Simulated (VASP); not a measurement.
# HfN (zincblende type) (F-43m) in VASP: notebook

The runs below take HfN (zincblende type) through single point, with PBE.

Everything below comes from runs of VASP 6.6.1. Logs are shortened: lines on timing, memory, paths and dates and some standing lists are left out, and cuts for length are marked.

### Step 1. The cell of the first run

It takes space group F-43m (No. 216, cubic). Conventional cell: a = 4.916 Å, b = 4.916 Å, c = 4.916 Å, α = 90.00°, β = 90.00°, γ = 90.00°. Within 2.8 Å of Hf (site symmetry -43m) lie 4 N at 2.13 Å. Within 2.8 Å of N (site symmetry -43m) lie 4 Hf at 2.13 Å.

### Step 2. Single point, PBE

INCAR

```
SYSTEM = HfN
PREC = Accurate
ENCUT = 520
EDIFF = 1E-6
ISMEAR = -1
SIGMA = 0.05
LREAL = .FALSE.
LASPH = .TRUE.
NELM = 100
ALGO = Normal
ISIF = 2
LWAVE = .FALSE.
LCHARG = .FALSE.
GGA = PE
NBANDS = 14
```

KPOINTS

```
Automatic mesh
0
G
  14 14 14
  0 0 0
```

POSCAR

```
HfN
1.0
    0.0000000000      2.4577608819      2.4577608819
    2.4577608819      0.0000000000      2.4577608819
    2.4577608819      2.4577608819      0.0000000000
Hf N
1 1
Direct
    0.0000000000      0.0000000000      0.0000000000
    0.2500000000      0.2500000000      0.2500000000
```

Potentials or basis: VASP PAW PBE potentials, release 64 (Hf_pv, N).

Launch:

```bash
$ cat potpaw_PBE.64/Hf_pv/POTCAR potpaw_PBE.64/N/POTCAR > POTCAR
$ mpirun -np 1 vasp_std > vasp.out
```

OUTCAR:

```text
SYSTEM = HfN
   PREC = Accurate
   ENCUT = 520
   EDIFF = 1E-6
   ISMEAR = -1
   LREAL = .FALSE.
   LASPH = .TRUE.
   NELM = 100
   ISIF = 2
   GGA = PE

 ion  position               nearest neighbor table
   1  0.000  0.000  0.000-   2 2.13   2 2.13   2 2.13   2 2.13
   2  0.250  0.250  0.250-   1 2.13   1 2.13   1 2.13   1 2.13

  LATTYP: Found a face centered cubic cell.
 ALAT       =     4.9155217638

  Lattice vectors:

 A1 = (   0.0000000000,   2.4577608819,   2.4577608819)
 A2 = (   2.4577608819,   0.0000000000,   2.4577608819)
 A3 = (   2.4577608819,   2.4577608819,   0.0000000000)

Analysis of symmetry for initial positions (statically):
=====================================================================
 Subroutine PRICEL returns:
 Original cell was already a primitive cell.

 Routine SETGRP: Setting up the symmetry group for a
 face centered cubic supercell.

 Subroutine GETGRP returns: Found 24 space group operations
 (whereof 24 operations were pure point group operations)
 out of a pool of 48 trial point group operations.

The static configuration has the point symmetry T_d .

Analysis of symmetry for dynamics (positions and initial velocities):
=====================================================================
 Subroutine PRICEL returns:
 Original cell was already a primitive cell.

 Routine SETGRP: Setting up the symmetry group for a
 face centered cubic supercell.

 Subroutine GETGRP returns: Found 24 space group operations
 (whereof 24 operations were pure point group operations)
 out of a pool of 48 trial point group operations.

The dynamic configuration has the point symmetry T_d .

 Subroutine INISYM returns: Found 24 space group operations
 (whereof 24 operations are pure point group operations),
 and found     1 'primitive' translations

----------------------------------------------------------------------------------------

                                     Primitive cell

  volume of cell :      29.6926

  direct lattice vectors                    reciprocal lattice vectors
     0.000000000  2.457760882  2.457760882    -0.203437203  0.203437203  0.203437203
     2.457760882  0.000000000  2.457760882     0.203437203 -0.203437203  0.203437203
     2.457760882  2.457760882  0.000000000     0.203437203  0.203437203 -0.203437203

  length of vectors
     3.475798772  3.475798772  3.475798772     0.352363572  0.352363572  0.352363572

  position of ions in fractional coordinates (direct lattice)
     0.000000000  0.000000000  0.000000000
     0.250000000  0.250000000  0.250000000

  ion indices of the primitive-cell ions
   primitive index   ion index
                 1           1
                 2           2

----------------------------------------------------------------------------------------

 KPOINTS: Automatic mesh

Automatic generation of k-mesh.
 Grid dimensions read from file:
 generate k-points for:   14   14   14

 Generating k-lattice:

  Cartesian coordinates                     Fractional coordinates (reciprocal lattice)
    -0.014531229  0.014531229  0.014531229     0.071428571  0.000000000  0.000000000
     0.014531229 -0.014531229  0.014531229     0.000000000  0.071428571  0.000000000
     0.014531229  0.014531229 -0.014531229     0.000000000  0.000000000  0.071428571

  Length of vectors
     0.025168827  0.025168827  0.025168827

  Shift w.r.t. Gamma in fractional coordinates (k-lattice)
     0.000000000  0.000000000  0.000000000

 Subroutine IBZKPT returns following result:
 ===========================================

 Found    104 irreducible k-points:

 Following reciprocal coordinates:
            Coordinates               Weight
  0.000000  0.000000  0.000000      1.000000
  0.071429  0.000000  0.000000      8.000000
  0.142857  0.000000  0.000000      8.000000
  0.214286  0.000000  0.000000      8.000000
  0.285714  0.000000  0.000000      8.000000
  0.357143  0.000000  0.000000      8.000000
[... 16 lines left out ...]
  0.214286  0.142857  0.000000     24.000000
  0.285714  0.142857  0.000000     24.000000
 [... further k-points ...]
   k-points           NKPTS =    104   k-points in BZ     NKDIM =    104   number of bands    NBANDS=     14
   number of dos      NEDOS =    301   number of ions     NIONS =      2
   total plane-waves  NPLWV =  21952
   dimension x,y,z NGX =    28 NGY =   28 NGZ =   28
   dimension x,y,z NGXF=    56 NGYF=   56 NGZF=   56
   ions per type =               1   1
   NGX,Y,Z   is equivalent  to a cutoff of  13.39, 13.39, 13.39 a.u.
   NGXF,Y,Z  is equivalent  to a cutoff of  26.78, 26.78, 26.78 a.u.
 SYSTEM =  HfN
   PREC   = accura    normal or accurate (medium, high low for compatibility)
   ISTART =      0    job   : 0-new  1-cont  2-samecut
   ICHARG =      2    charge: 1-file 2-atom 10-const
   ISPIN  =      1    spin polarized calculation?
   LNONCOLLINEAR =      F non collinear calculations
   LSORBIT =      F    spin-orbit coupling
   LASPH  =      T    aspherical Exc in radial PAW
   ENCUT  =  520.0 eV  38.22 Ry    6.18 a.u.   6.46  6.46  6.46*2*pi/ulx,y,z
   NELM   =    100;   NELMIN=  2; NELMDL= -5     # of ELM steps
   EDIFF  = 0.1E-05   stopping-criterion for ELM
   LREAL  =      F    real-space projection
   EDIFFG = 0.1E-04   stopping-criterion for IOM
   NSW    =      0    number of steps for IOM
   IBRION =     -1    ionic relax: 0-MD 1-quasi-New 2-CG
   NFREE  =      0    steps in history (QN), initial steepest desc. (CG)
   ISIF   =      2    stress and relaxation
   ISYM   =      2    0-nonsym 1-usesym 2-fastsym
   POTIM  = 0.5000    time-step for ionic-motion
   TEBEG  =    0.0;   TEEND  =   0.0 temperature during run
   PSTRESS=    0.0 pullay stress
   NELECT =      15.0000    total number of electrons
   NUPDOWN=      -1.0000    fix difference up-down
   EMIN   =  10.00;   EMAX   =-10.00  energy-range for DOS
   EFERMI =   0.00;   METHOD = LEGACY
   ISMEAR =    -1;   SIGMA  =   0.05  broadening in eV -4-tet -1-fermi 0-gaus
   EFERMI_NEDOS =   21; number of points for ismear=-14 and -15
   IALGO  =     38    algorithm
   IMIX   =      4    mixing-type and parameters
     AMIX     =   0.40;   BMIX     =  1.00
     AMIX_MAG =   1.60;   BMIX_MAG =  1.00
  volume/ion in A,a.u.               =      14.85       100.19
  Fermi-wavevector in a.u.,A,eV,Ry     =   1.303834  2.463889 23.129673  1.699983
  Thomas-Fermi vector in A             =   2.434810
   LORBIT       =      0    0 simple, 1 ext, 2 COOP (PROOUT), +10 PAW based schemes
   GGA     = PE    functional components
   LHFCALC =     F    Hartree Fock is set to
   AEXX    =    0.0000 exact exchange contribution
   IVDW    =     0    specifies the selected vdW correction
   LEPSILON=     F    determine dielectric tensor
   LRPA    =     F    only Hartree local field effects (RPA)
 non-spin polarized calculation
  energy-cutoff  :      520.00
  volume of cell :       29.69
 maximum number of plane-waves:       821
 NGX is ok and might be reduce to    28
   NGX = 13   NGY = 13   NGZ = 13

 number of electron      15.0000001 magnetization

 Free energy of the ion-electron system (eV)
  ---------------------------------------------------
  ext. energy  EPLUGINS =         0.00000000
  ---------------------------------------------------
  free energy    TOTEN  =       -21.22242294 eV

  energy without entropy =      -21.21734840  energy(sigma->0) =      -21.21988567

 E-fermi :   5.7794     XC(G=0): -11.2039

 val. band max:        5.7189771324   @ k =   0.4286   0.2143   0.0000
 cond. band min:       5.7888424763   @ k =  -0.2857   0.2857   0.0714
 fundamental gap:      0.0698653439
 Fermi energy:         5.7793943910

 k-point     1 :       0.0000    0.0000    0.0000
  band No.  band energies     occupation
      1     -25.3910      2.00000
      2     -25.3910      2.00000
      3     -25.3910      2.00000
      4     -10.4065      2.00000
      5       0.3045      2.00000
      6       0.3045      2.00000
      7       0.3045      2.00000
      8       5.0053      2.00000
      9       7.9821      0.00000
     10       7.9821      0.00000
     11      12.3004      0.00000
     12      12.3004      0.00000
     13      12.3004      0.00000
     14      18.0233      0.00000

 k-point     2 :       0.0714    0.0000    0.0000
  band No.  band energies     occupation
      1     -25.4150      2.00000
      2     -25.3940      2.00000
      3     -25.3940      2.00000
      4     -10.3464      2.00000
      5       0.1849      2.00000
      6       0.3418      2.00000
      7       0.3418      2.00000
      8       5.2890      1.99989
      9       7.8932      0.00000
     10       7.8932      0.00000
     11      12.1591      0.00000
     12      12.4248      0.00000
     13      12.4248      0.00000
     14      18.0029      0.00000

 k-point     3 :       0.1429    0.0000    0.0000
  band No.  band energies     occupation
      1     -25.4817      2.00000
      2     -25.4026      2.00000
      3     -25.4026      2.00000
      4     -10.1814      2.00000
      5      -0.0644      2.00000
      6       0.4431      2.00000
      7       0.4431      2.00000
      8       5.9980      0.02492
      9       7.7100      0.00000
     10       7.7100      0.00000
     11      11.8186      0.00000
     12      12.6632      0.00000
     13      12.6632      0.00000
     14      16.5737      0.00000

 k-point     4 :       0.2143    0.0000    0.0000
  band No.  band energies     occupation
      1     -25.5761      2.00000
      2     -25.4150      2.00000
      3     -25.4150      2.00000
      4      -9.9515      2.00000
      5      -0.2646      2.00000
      6       0.5791      2.00000
      7       0.5791      2.00000
      8       6.8326      0.00000
      9       7.5875      0.00000
     10       7.5875      0.00000
     11      11.4401      0.00000
     12      12.7408      0.00000
     13      12.7408      0.00000
     14      15.0354      0.00000

 k-point     5 :       0.2857    0.0000    0.0000
  band No.  band energies     occupation
      1     -25.6784      2.00000
      2     -25.4286      2.00000
      3     -25.4286      2.00000
      4      -9.7111      2.00000
      5      -0.3149      2.00000
      6       0.7126      2.00000
      7       0.7126      2.00000
      8       7.4423      0.00000
      9       7.6373      0.00000
     10       7.6373      0.00000
     11      11.0724      0.00000
[... 276 lines left out ...]
 k-point    22 :       0.1429    0.1429    0.0000
  band No.  band energies     occupation
      1     -25.4835      2.00000
      2     -25.4205      2.00000
      3     -25.4205      2.00000
      4     -10.1056      2.00000
      5      -0.2963      2.00000
      6       0.5722      2.00000
      7       0.5722      2.00000
      8       6.2549      0.00015
      9       7.0014      0.00000
     10       8.2614      0.00000
     11      12.3791      0.00000
     12      12.3791      0.00000
     13      12.4429      0.00000
     14      17.5156      0.00000

 k-point    23 :       0.2143    0.1429    0.0000
  band No.  band energies     occupation
      1     -25.5455      2.00000
      2     -25.4354      2.00000
      3     -25.4328      2.00000
      4      -9.9318      2.00000
      5      -0.4859      2.00000
      6       0.7006      2.00000
      7       0.7206      2.00000
      8       6.3930      0.00001
      9       7.1755      0.00000
     10       8.3478      0.00000
     11      11.9444      0.00000
     12      12.3631      0.00000
     13      12.7243      0.00000
     14      16.4415      0.00000

 k-point    24 :       0.2857    0.1429    0.0000
  band No.  band energies     occupation
      1     -25.6291      2.00000
      2     -25.4504      2.00000
      3     -25.4479      2.00000
      4      -9.7161      2.00000
      5      -0.5631      2.00000
      6       0.8071      2.00000
      7       0.8782      2.00000
      8       6.2865      0.00008
      9       7.7740      0.00000
     10       8.4209      0.00000
     11      11.4483      0.00000
     12      12.1645      0.00000
     13      12.8420      0.00000
     14      15.2630      0.00000

 [... further k-points ...]

------------------------ aborting loop because EDIFF is reached ----------------------------------------

  FORCE on cell =-STRESS in cart. coord.  units (eV):
  Direction    XX          YY          ZZ          XY          YZ          ZX
  --------------------------------------------------------------------------------------
  -------------------------------------------------------------------------------------
  Total       -0.1950733     -0.1950733     -0.1950733     -0.0000000     -0.0000000      0.0000000
  in kB      -10.5259077    -10.5259077    -10.5259077     -0.0000000     -0.0000000      0.0000000
  external PRESSURE =     -10.5259077 kB  Pullay stress =       0.0000000 kB

 VOLUME and BASIS-vectors are now :
 -----------------------------------------------------------------------------
  energy-cutoff  :      520.00
  volume of cell :       29.69
      direct lattice vectors                 reciprocal lattice vectors
     0.000000000  2.457760882  2.457760882    -0.203437203  0.203437203  0.203437203
     2.457760882  0.000000000  2.457760882     0.203437203 -0.203437203  0.203437203
     2.457760882  2.457760882  0.000000000     0.203437203  0.203437203 -0.203437203

 POSITION                                       TOTAL-FORCE (eV/Angst)
 -----------------------------------------------------------------------------------
      0.00000      0.00000      0.00000         0.000000      0.000000      0.000000
      1.22888      1.22888      1.22888        -0.000000     -0.000000     -0.000000
 -----------------------------------------------------------------------------------
    total drift:                               -0.000000     -0.000000     -0.000000

  FREE ENERGIE OF THE ION-ELECTRON SYSTEM (eV)
  ---------------------------------------------------
  free  energy   TOTEN  =       -21.2224229433 eV

  energy  without entropy=      -21.2173483955  energy(sigma->0) =      -21.21988567
```

Run time: 70 s. Hardware: 1 thread of Intel Xeon 8259CL, shared host; peak memory 0.19 GiB.

What came out:

```
Free energy : -21.2224 eV
Pressure    : -1.1 GPa
```

Caveat: spin-orbit coupling is left out, which moves the levels of the heavy elements.

### Step 3. Single point, PBE

INCAR

```
SYSTEM = HfN
  PREC = Accurate
  ENCUT = 520
  EDIFF = 1E-6
  ISMEAR = -1
  SIGMA = 0.05
  LREAL = .False.
  LASPH = .True.
  NELM = 100
  ALGO = Normal
  ISIF = 2
  LWAVE = .False.
  LCHARG = .False.
  GGA = PE
  NBANDS = 14
```

KPOINTS

```
Automatic mesh
0
Gamma
  14 14 14
  0 0 0
```

POSCAR

```
HfN
1.0
    0.0000000000      2.4579275505      2.4579275505
    2.4579275505      0.0000000000      2.4579275505
    2.4579275505      2.4579275505      0.0000000000
Hf N
1 1
Direct
    0.0000000000      0.0000000000      0.0000000000
    0.2500000000      0.2500000000      0.2500000000
```

Potentials or basis: VASP PAW PBE potentials, release 64 (Hf_pv, N).

Launch:

```bash
$ cat potpaw_PBE.64/Hf_pv/POTCAR potpaw_PBE.64/N/POTCAR > POTCAR
$ mpirun -np 1 vasp_std > vasp.out
```

It took 79 s on 1 thread of Intel Xeon 8259CL, shared host; peak memory 0.19 GiB.

The run converged. Its results:

```
Free energy : -21.2224 eV
Pressure    : -1.1 GPa
```

Levels at points of the mesh, in eV from the Fermi level:
| k point | band 4 | band 5 | band 6 | band 7 | band 8 | band 9 | band 10 | band 11 |
| --- | --- | --- | --- | --- | --- | --- | --- | --- |
| (0.00, 0.00, 0.00) | -16.18 | -5.47 | -5.47 | -5.47 | -0.77 | 2.20 | 2.20 | 6.52 |
| (0.50, 0.00, 0.00) | -15.12 | -5.74 | -4.89 | -4.89 | 1.48 | 2.69 | 2.69 | 4.21 |
| (0.50, 0.50, 0.00) | -14.75 | -6.90 | -3.65 | -3.65 | -1.17 | 2.14 | 3.99 | 4.60 |

Caveat: spin-orbit coupling is left out, which moves the levels of the heavy elements.
